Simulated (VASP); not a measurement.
Here is a VASP 6.6.1 calculation.

INCAR

```
SYSTEM = C32O
PREC     = Accurate       ! precision mode
ENCUT    = 520            ! plane-wave cutoff, eV
EDIFF    = 1E-6           ! SCF threshold, eV
ISMEAR   = 0              ! smearing method
SIGMA    = 0.02           ! smearing width, eV
LREAL    = Auto         
LASPH    = .True.         ! aspherical terms in the spheres
NELM     = 80             ! most SCF steps
ALGO     = Normal         ! electronic algorithm
ISIF     = 2              ! what is computed and relaxed
LWAVE    = .False.        ! write WAVECAR
LCHARG   = .False.        ! write CHGCAR
GGA      = PE             ! functional
IVDW     = 12             ! dispersion correction
NBANDS   = 89             ! bands
```

File KPOINTS:

```
Automatic mesh
0
Gamma
  2 2 2
  0.5 0.5 0.5
```

File POSCAR:

```
C32O
1.0
    5.6709571555      0.0000000000     -3.4026574436
   -2.8677434780     -4.9298468454     -3.3594911955
   -2.8677434780      4.9298468454     -3.3594911955
C O
32 1
Direct
    0.4179514892      0.0421488327      0.5419075452
    0.6496919812      0.7756626188      0.5245426981
    0.9013827352      0.5240115207      0.5245807192
    0.4170047204      0.2912744770      0.2918321013
    0.1679012219      0.2921974218      0.5418949678
    0.6671128509      0.0421834629      0.2927934993
    0.9156657825      0.7899351368      0.2914426347
    0.4179273229      0.5413364176      0.0426873010
    0.1678769184      0.5413357364      0.2927433556
    0.6671022395      0.2922250948      0.0427449777
    0.9272495038      0.0590921890      0.0596415085
    0.4165948904      0.7899145495      0.7904559441
    0.1847965177      0.8014397550      0.0595778167
    0.6497301362      0.5240109618      0.7762227505
    0.9156584122      0.2908485167      0.7904701035
    0.1847933737      0.0590256241      0.8019988373
    0.5775295044      0.9516069391      0.4523593186
    0.8177015796      0.6919990603      0.4398709539
    0.0773465583      0.4518389643      0.4523854307
    0.5848962731      0.2095644683      0.2101113231
    0.3352764639      0.2095427505      0.4596824254
    0.8391484411      0.9659094492      0.2161597049
    0.0916026012      0.7133559858      0.2161004868
    0.5775603533      0.4518414672      0.9521726616
    0.3352509800      0.4590982411      0.2100629155
    0.8391344835      0.2155526296      0.9664419650
    0.0760882219      0.9503984638      0.9509425820
    0.5649823442      0.6919673491      0.6925180927
    0.3412865923      0.7133551192      0.9664000710
    0.8177057248      0.4393209275      0.6925538753
    0.0915945061      0.2155298926      0.7138985631
    0.3413250422      0.9658592920      0.7139130656
    0.9380070339      0.8121782222      0.8128008434
```

Potentials or basis: VASP PAW PBE potentials, release 64 (C, O).

The run is started by

```console
$ cat potpaw_PBE.64/C/POTCAR potpaw_PBE.64/O/POTCAR > POTCAR
$ mpirun -np 1 vasp_std > vasp.out
```

**Question.** Predict the pressure.

**Answer.** 2.3 GPa.

**Question.** What does it give for the band gap on the k mesh?

**Answer.** 0.57 eV.

**Question.** What does it give for the dispersion energy per atom?

**Answer.** -0.156 eV.

**Question.** Estimate the largest force.

**Answer.** 0.239 eV/Å.

Forces in eV/Å, atoms in the order of the input:
```
C    0.000 -0.007  0.004
C    0.001  0.011  0.001
C   -0.005 -0.012 -0.007
C    0.003 -0.001 -0.007
C   -0.002 -0.003  0.003
C    0.000 -0.002  0.004
C    0.005  0.001  0.001
C   -0.001  0.003  0.003
C    0.005  0.003  0.003
C    0.004 -0.007  0.005
C    0.018  0.006 -0.008
C    0.008  0.008  0.001
C   -0.014 -0.020 -0.020
C   -0.005 -0.011  0.001
C   -0.002 -0.003  0.002
C   -0.006  0.020 -0.018
C   -0.001 -0.006 -0.009
C   -0.011  0.005  0.007
C    0.013  0.004 -0.007
C    0.003  0.006  0.010
C   -0.001  0.008  0.010
C    0.006 -0.009  0.001
C    0.000 -0.002 -0.003
C   -0.001  0.012 -0.007
C   -0.007 -0.002  0.008
C    0.000  0.001 -0.002
C    0.000  0.004 -0.214
C    0.005 -0.001  0.005
C   -0.001 -0.004 -0.006
C   -0.004  0.002  0.007
C    0.001  0.001 -0.001
C   -0.011 -0.003 -0.004
O    0.001  0.000  0.239
```

Caveat: the cell differs from its parent crystal (with an interstitial atom, then relaxed in part).
